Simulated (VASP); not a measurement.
Here is a VASP 6.6.1 calculation.

The input INCAR:

```
  PREC = Accurate
  ENCUT = 600
  EDIFF = 1E-7
  ISMEAR = -1
  SIGMA = 0.08
  LREAL = False
  LASPH = True
  NELM = 60
  ALGO = Normal
  ISIF = 3
  LWAVE = False
  LCHARG = False
  GGA = PS
  IBRION = 2
  NSW = 60
  EDIFFG = -0.005
  PSTRESS = 2200.0
```

The input KPOINTS:

```
Automatic mesh
0
Gamma
  18 18 18
```

POSCAR

```
Zr
1.0
   -2.1600710767      2.1600710767      1.1880390922
    2.1600710767     -2.1600710767      1.1880390922
    2.1600710767      2.1600710767     -1.1880390922
Zr
2
Direct
   -0.3750000000     -0.1250000000     -0.2500000000
    0.3750000000      0.1250000000      0.2500000000
```

Potentials or basis: VASP PAW PBE potentials, release 64 (Zr_sv).

Run with:

```sh
$ cat potpaw_PBE.64/Zr_sv/POTCAR > POTCAR
$ mpirun -np 1 vasp_std > vasp.out
```

Predict the relaxed volume.

11.36 Å³/atom.

Estimate the space group after relaxing (to 0.05 Å).

I4_1/amd (No. 141).

What does it give for the relaxed cell?

a = 3.300 Å, b = 3.300 Å, c = 3.300 Å, α = 97.65°, β = 97.65°, γ = 137.21°.

The path:
```
step  energy change (eV)  largest force (eV/Å)  pressure (GPa)  volume (Å³)
   1              0.0000                0.0000          240.16        22.17
   2             -5.0598                0.0000          115.66        26.96
   3             -0.8758                0.0000          217.89        22.79
   4             -0.8017                0.0000          219.76        22.73
   5             -0.7862                0.0000          220.15        22.72
   6             -0.7701                0.0000          220.63        22.71
   7             -0.7790                0.0000          220.38        22.71
   8             -0.8701                0.0000          218.08        22.78
   9             -0.7942                0.0000          220.00        22.73
```

Caveat: the cell is relaxed towards a set pressure, so the enthalpy falls and the energy may rise; the PAW data sets were made with another functional, which shifts forces and pressure a little.
